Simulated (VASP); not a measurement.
Runs of VASP 6.6.1 on F. The structure is that of space group C2/m (No. 12), or close to it. The cells are those of the table. 

| cell | gap on the mesh (eV) | pressure (GPa) | largest force (eV/Å) |
| --- | --- | --- | --- |
| a = 3.492, b = 3.492, c = 7.602 Å, angles 108.0, 108.0, 62.8°, 4 atoms | (a) | -1.7 | 0.63 |
| a = 3.771, b = 3.771, c = 7.596 Å, angles 110.8, 110.8, 56.5°, 4 atoms | 2.97 | -1.5 | 0.54 |
| a = 3.486, b = 3.486, c = 7.516 Å, angles 108.3, 108.3, 62.0°, 4 atoms | 3.03 | -0.6 | 0.07 |
| a = 3.743, b = 3.743, c = 7.539 Å, angles 110.8, 110.8, 56.5°, 4 atoms | (b) | -0.8 | 0.17 |
| a = 3.716, b = 3.716, c = 7.560 Å, angles 110.5, 110.5, 57.3°, 4 atoms | 3.03 | -1.1 | 0.32 |
| a = 3.613, b = 3.613, c = 7.567 Å, angles 109.4, 109.4, 59.6°, 4 atoms | 2.97 | -1.2 | 0.39 |
| a = 3.826, b = 3.826, c = 7.632 Å, angles 111.2, 111.2, 55.7°, 4 atoms | 2.92 | -1.9 | 0.75 |
| a = 3.637, b = 3.637, c = 7.545 Å, angles 109.8, 109.8, 58.8°, 4 atoms | 3.03 | -0.9 | 0.23 |
| a = 3.588, b = 3.588, c = 7.590 Å, angles 109.0, 109.0, 60.4°, 4 atoms | 2.91 | -1.5 | 0.54 |

Alike in all rows: task single point; level PBEsol; potentials or basis VASP PAW PBE potentials, release 64 (F_h); no spin polarisation; k mesh 4 × 4 × 2; cutoff (eV) 1350; smearing gaussian 0.05 eV.

Question: Fill in the values left out.

Answer: (a) 2.85; (b) 3.08.

Caveats: all runs use coarse meshes; this functional lacks dispersion, which holds the molecules together, so the pressure and a relaxed volume are unreliable; the PAW data sets were made with another functional, which shifts forces and pressure a little.

A k mesh can miss the band edges.
